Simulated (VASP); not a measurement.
# Bi (Fd-3m) in VASP: notebook, part 2 of 2

VASP 6.6.1. The steps go on from the part before.

### Step 3. Single point, PBEsol

This run uses another cell than the first one, of 39.22 Å³/atom, 0.867 times its volume.

File INCAR:

```
SYSTEM = Bi
PREC     = Accurate       ! precision mode
ENCUT    = 520            ! plane-wave cutoff, eV
EDIFF    = 1E-6           ! SCF threshold, eV
ISMEAR   = 0              ! smearing method
SIGMA    = 0.1            ! smearing width, eV
LREAL    = .False.        ! projectors in reciprocal space
LASPH    = .True.         ! aspherical terms in the spheres
NELM     = 60             ! most SCF steps
ALGO     = Fast           ! electronic algorithm
ISIF     = 2              ! what is computed and relaxed
LWAVE    = .False.        ! write WAVECAR
LCHARG   = .True.         ! write CHGCAR
GGA      = PS             ! functional
LELF     = .True.         ! ELF
LVHAR    = .True.       
NBANDS   = 22             ! bands
```

File KPOINTS:

```
Automatic mesh
0
Gamma
  6 6 6
  0 0 0
```

File POSCAR:

```
Bi
1.0
    0.0000000000      3.3975022875      3.3975022875
    3.3975022875      0.0000000000      3.3975022875
    3.3975022875      3.3975022875      0.0000000000
Bi
2
Direct
    0.5000000000      0.5000000000      0.5000000000
    0.7500000000      0.7500000000      0.7500000000
```

Potentials or basis: VASP PAW PBE potentials, release 64 (Bi_d).

Launch:

```
cat potpaw_PBE.64/Bi_d/POTCAR > POTCAR
mpirun -np 1 vasp_std > vasp.out
```

OUTCAR:

```text
SYSTEM = Bi
   PREC = Accurate
   ENCUT = 520
   EDIFF = 1E-6
   ISMEAR = 0
   LREAL = .False.
   LASPH = .True.
   NELM = 60
   ISIF = 2
   GGA = PS

 ion  position               nearest neighbor table
   1  0.500  0.500  0.500-   2 2.94   2 2.94   2 2.94   2 2.94
   2  0.750  0.750  0.750-   1 2.94   1 2.94   1 2.94   1 2.94

  LATTYP: Found a face centered cubic cell.
 ALAT       =     6.7950045750

  Lattice vectors:

 A1 = (   0.0000000000,   3.3975022875,   3.3975022875)
 A2 = (   3.3975022875,   0.0000000000,   3.3975022875)
 A3 = (   3.3975022875,   3.3975022875,   0.0000000000)

Analysis of symmetry for initial positions (statically):
=====================================================================
 Subroutine PRICEL returns:
 Original cell was already a primitive cell.

 Routine SETGRP: Setting up the symmetry group for a
 face centered cubic supercell.

 Subroutine GETGRP returns: Found 48 space group operations
 (whereof 24 operations were pure point group operations)
 out of a pool of 48 trial point group operations.

The static configuration has the point symmetry T_d .
 The point group associated with its full space group is O_h .

Analysis of symmetry for dynamics (positions and initial velocities):
=====================================================================
 Subroutine PRICEL returns:
 Original cell was already a primitive cell.

 Routine SETGRP: Setting up the symmetry group for a
 face centered cubic supercell.

 Subroutine GETGRP returns: Found 48 space group operations
 (whereof 24 operations were pure point group operations)
 out of a pool of 48 trial point group operations.

The dynamic configuration has the point symmetry T_d .
 The point group associated with its full space group is O_h .

 Subroutine INISYM returns: Found 48 space group operations
 (whereof 24 operations are pure point group operations),
 and found     1 'primitive' translations

----------------------------------------------------------------------------------------

                                     Primitive cell

  volume of cell :      78.4349

  direct lattice vectors                    reciprocal lattice vectors
     0.000000000  3.397502288  3.397502288    -0.147166935  0.147166935  0.147166935
     3.397502288  0.000000000  3.397502288     0.147166935 -0.147166935  0.147166935
     3.397502288  3.397502288  0.000000000     0.147166935  0.147166935 -0.147166935

  length of vectors
     4.804793813  4.804793813  4.804793813     0.254900609  0.254900609  0.254900609

  position of ions in fractional coordinates (direct lattice)
     0.500000000  0.500000000  0.500000000
     0.750000000  0.750000000  0.750000000

  ion indices of the primitive-cell ions
   primitive index   ion index
                 1           1
                 2           2

----------------------------------------------------------------------------------------

 KPOINTS: Automatic mesh

Automatic generation of k-mesh.
 Grid dimensions read from file:
 generate k-points for:    6    6    6

 Generating k-lattice:

  Cartesian coordinates                     Fractional coordinates (reciprocal lattice)
    -0.024527823  0.024527823  0.024527823     0.166666667  0.000000000  0.000000000
     0.024527823 -0.024527823  0.024527823     0.000000000  0.166666667  0.000000000
     0.024527823  0.024527823 -0.024527823     0.000000000  0.000000000  0.166666667

  Length of vectors
     0.042483435  0.042483435  0.042483435

  Shift w.r.t. Gamma in fractional coordinates (k-lattice)
     0.000000000  0.000000000  0.000000000

 Subroutine IBZKPT returns following result:
 ===========================================

 Found     16 irreducible k-points:

 Following reciprocal coordinates:
            Coordinates               Weight
  0.000000  0.000000  0.000000      1.000000
  0.166667  0.000000  0.000000      8.000000
  0.333333  0.000000  0.000000      8.000000
  0.500000  0.000000  0.000000      4.000000
  0.166667  0.166667  0.000000      6.000000
  0.333333  0.166667  0.000000     24.000000
[... 8 lines left out ...]
 -0.333333  0.333333  0.166667     24.000000
 -0.333333  0.500000  0.166667     12.000000
   k-points           NKPTS =     16   k-points in BZ     NKDIM =     16   number of bands    NBANDS=     22
   number of dos      NEDOS =    301   number of ions     NIONS =      2
   total plane-waves  NPLWV =  46656
   dimension x,y,z NGX =    36 NGY =   36 NGZ =   36
   dimension x,y,z NGXF=    72 NGYF=   72 NGZF=   72
   ions per type =               2
   NGX,Y,Z   is equivalent  to a cutoff of  12.46, 12.46, 12.46 a.u.
   NGXF,Y,Z  is equivalent  to a cutoff of  24.91, 24.91, 24.91 a.u.
 SYSTEM =  Bi
   PREC   = accura    normal or accurate (medium, high low for compatibility)
   ISTART =      0    job   : 0-new  1-cont  2-samecut
   ICHARG =      2    charge: 1-file 2-atom 10-const
   ISPIN  =      1    spin polarized calculation?
   LNONCOLLINEAR =      F non collinear calculations
   LSORBIT =      F    spin-orbit coupling
   LASPH  =      T    aspherical Exc in radial PAW
   ENCUT  =  520.0 eV  38.22 Ry    6.18 a.u.   8.93  8.93  8.93*2*pi/ulx,y,z
   NELM   =     60;   NELMIN=  2; NELMDL= -5     # of ELM steps
   EDIFF  = 0.1E-05   stopping-criterion for ELM
   LREAL  =      F    real-space projection
   EDIFFG = 0.1E-04   stopping-criterion for IOM
   NSW    =      0    number of steps for IOM
   IBRION =     -1    ionic relax: 0-MD 1-quasi-New 2-CG
   NFREE  =      0    steps in history (QN), initial steepest desc. (CG)
   ISIF   =      2    stress and relaxation
   ISYM   =      2    0-nonsym 1-usesym 2-fastsym
   POTIM  = 0.5000    time-step for ionic-motion
   TEBEG  =    0.0;   TEEND  =   0.0 temperature during run
   PSTRESS=    0.0 pullay stress
   NELECT =      30.0000    total number of electrons
   NUPDOWN=      -1.0000    fix difference up-down
   EMIN   =  10.00;   EMAX   =-10.00  energy-range for DOS
   EFERMI =   0.00;   METHOD = LEGACY
   ISMEAR =     0;   SIGMA  =   0.10  broadening in eV -4-tet -1-fermi 0-gaus
   EFERMI_NEDOS =   21; number of points for ismear=-14 and -15
   IALGO  =     68    algorithm
   IMIX   =      4    mixing-type and parameters
     AMIX     =   0.40;   BMIX     =  1.00
     AMIX_MAG =   1.60;   BMIX_MAG =  1.00
  volume/ion in A,a.u.               =      39.22       264.65
  Fermi-wavevector in a.u.,A,eV,Ry     =   1.188353  2.245662 19.213916  1.412183
  Thomas-Fermi vector in A             =   2.324484
   LORBIT       =      0    0 simple, 1 ext, 2 COOP (PROOUT), +10 PAW based schemes
   GGA     = PS    functional components
   LHFCALC =     F    Hartree Fock is set to
   AEXX    =    0.0000 exact exchange contribution
   IVDW    =     0    specifies the selected vdW correction
   LEPSILON=     F    determine dielectric tensor
   LRPA    =     F    only Hartree local field effects (RPA)
 non-spin polarized calculation
 RMM-DIIS sequential band-by-band and
 Gauss-broadening in eV      SIGMA  =   0.10
  energy-cutoff  :      520.00
  volume of cell :       78.43
 maximum number of plane-waves:      2126
   NGX = 17   NGY = 17   NGZ = 17

 number of electron      29.9999996 magnetization

 Free energy of the ion-electron system (eV)
  ---------------------------------------------------
  ext. energy  EPLUGINS =         0.00000000
  ---------------------------------------------------
  free energy    TOTEN  =        -7.79112897 eV

  energy without entropy =       -7.78897777  energy(sigma->0) =       -7.79005337

 E-fermi :   5.3983     XC(G=0):  -8.9704

 val. band max:        5.3875337072   @ k =   0.1667   0.1667   0.0000
 cond. band min:       5.7438992075   @ k =  -0.3333   0.5000   0.1667
 fundamental gap:      0.3563655003
 Fermi energy:         5.3983208232

 k-point     1 :       0.0000    0.0000    0.0000
  band No.  band energies     occupation
      1     -17.6809      2.00000
      2     -17.6809      2.00000
      3     -17.6809      2.00000
      4     -17.6074      2.00000
      5     -17.6074      2.00000
      6     -17.2958      2.00000
[... 14 lines left out ...]
     21      12.6471      0.00000
     22      12.6627      0.00000
[... 352 lines left out ...]
  band No.  band energies     occupation
      1     -17.7457      2.00000
      2     -17.7457      2.00000
      3     -17.5488      2.00000
      4     -17.5488      2.00000
      5     -17.4543      2.00000
      6     -17.4543      2.00000
[... 14 lines left out ...]
     21      13.9898      0.00000
     22      13.9898      0.00000

------------------------ aborting loop because EDIFF is reached ----------------------------------------

  FORCE on cell =-STRESS in cart. coord.  units (eV):
  Direction    XX          YY          ZZ          XY          YZ          ZX
  --------------------------------------------------------------------------------------
  -------------------------------------------------------------------------------------
  Total        3.6960222      3.6960222      3.6960222      0.0000000      0.0000000      0.0000000
  in kB       75.4980752     75.4980752     75.4980752      0.0000000      0.0000000      0.0000000
  external PRESSURE =      75.4980752 kB  Pullay stress =       0.0000000 kB

 VOLUME and BASIS-vectors are now :
 -----------------------------------------------------------------------------
  energy-cutoff  :      520.00
  volume of cell :       78.43
      direct lattice vectors                 reciprocal lattice vectors
     0.000000000  3.397502288  3.397502288    -0.147166935  0.147166935  0.147166935
     3.397502288  0.000000000  3.397502288     0.147166935 -0.147166935  0.147166935
     3.397502288  3.397502288  0.000000000     0.147166935  0.147166935 -0.147166935

 POSITION                                       TOTAL-FORCE (eV/Angst)
 -----------------------------------------------------------------------------------
      3.39750      3.39750      3.39750        -0.000000     -0.000000     -0.000000
      5.09625      5.09625      5.09625         0.000000      0.000000      0.000000
 -----------------------------------------------------------------------------------
    total drift:                                0.000000      0.000000      0.000000

  FREE ENERGIE OF THE ION-ELECTRON SYSTEM (eV)
  ---------------------------------------------------
  free  energy   TOTEN  =        -7.7911289672 eV

  energy  without entropy=       -7.7889777696  energy(sigma->0) =       -7.79005337
```

Wall time 37 s (1 thread of Intel Xeon Platinum 8259CL at 2.50GHz (Skylake/Cascade Lake), shared host); peak memory 0.2 GiB.

What came out:

- Free energy: -7.7911 eV
- Pressure: 7.5 GPa
- Band gap on the k mesh: zero (band 15 reaches 5.74 eV, above the bottom of band 16 at 4.72 eV)

Caveat: the PAW data sets were made with another functional, which shifts forces and pressure a little; spin-orbit coupling is left out, which moves the levels of the heavy elements.
